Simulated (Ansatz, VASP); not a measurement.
InP: VASP beside Ansatz

INCAR

```
SYSTEM = InP
PREC = Accurate ; ENCUT = 520
EDIFF = 1E-6 ; ISMEAR = -1
SIGMA = 0.05 ; LREAL = .False.
LASPH = .True. ; NELM = 150
ALGO = Normal ; ISIF = 2
LWAVE = .False. ; LCHARG = .False.
MAGMOM = 0 0 0 0 0 0 ; LORBIT = 11
LSORBIT = .True. ; GGA_COMPAT = .False.
LORBMOM = .True. ; GGA = CA
NBANDS = 30
```

The input KPOINTS:

```
regular mesh
0
Gamma
  8 8 8
  0 0 0
```

File POSCAR:

```
InP
1.0
    0.0000000000      2.9879753761      2.9879753761
    2.9879753761      0.0000000000      2.9879753761
    2.9879753761      2.9879753761      0.0000000000
In P
1 1
Direct
    0.0000000000      0.0000000000      0.0000000000
    0.7500000000      0.7500000000      0.7500000000
```

The input input.yaml:

```yaml
crystal:
  lattice:
    - [0.0, 2.9879753761, 2.9879753761]
    - [2.9879753761, 0.0, 2.9879753761]
    - [2.9879753761, 2.9879753761, 0.0]
  atoms:
    - { symbol: In, position: [0.0, 0.0, 0.0] }
    - { symbol: P, position: [0.75, 0.75, 0.75] }
hamiltonian:
  xc: lda
  pseudopotentials: { kind: paw_fr }
magnetization:
  noncollinear: true
  spin_orbit: true
kpoints:
  mp_grid: { grid: [8, 8, 8] }
scf:
  occupations: { method: fermi_dirac, width: 0.05 }
output:
  forces: true
  stress: true
  eigenvalues: true
  write_density: true
  write_potential: true
  elf: true
  volumetric_format: npy
```

Alike in both runs: task single point; functional LDA; k mesh 8 × 8 × 8; occupations fermi-dirac, width 0.05 eV; non-collinear spin, spin-orbit coupling.

|  | VASP | Ansatz |
| --- | --- | --- |
| version | VASP 6.6.1 | Ansatz 0.2.0 |
| potentials or method | VASP PAW LDA potentials, release 64 (In_d, P) | Ansatz PAW |
| plane-wave cutoff (eV) | 520 | 420 |
| valence electrons in the cell | 18 | 18 |

VASP gave:

| Property | Result |
| --- | --- |
| pressure (GPa) | -4.5 |

Q: What did Ansatz give for the same quantities?

A: Pressure (GPa): -4.6.

LDA's correlation is that of Perdew and Zunger in VASP and of Perdew and Wang (1992) in Ansatz.
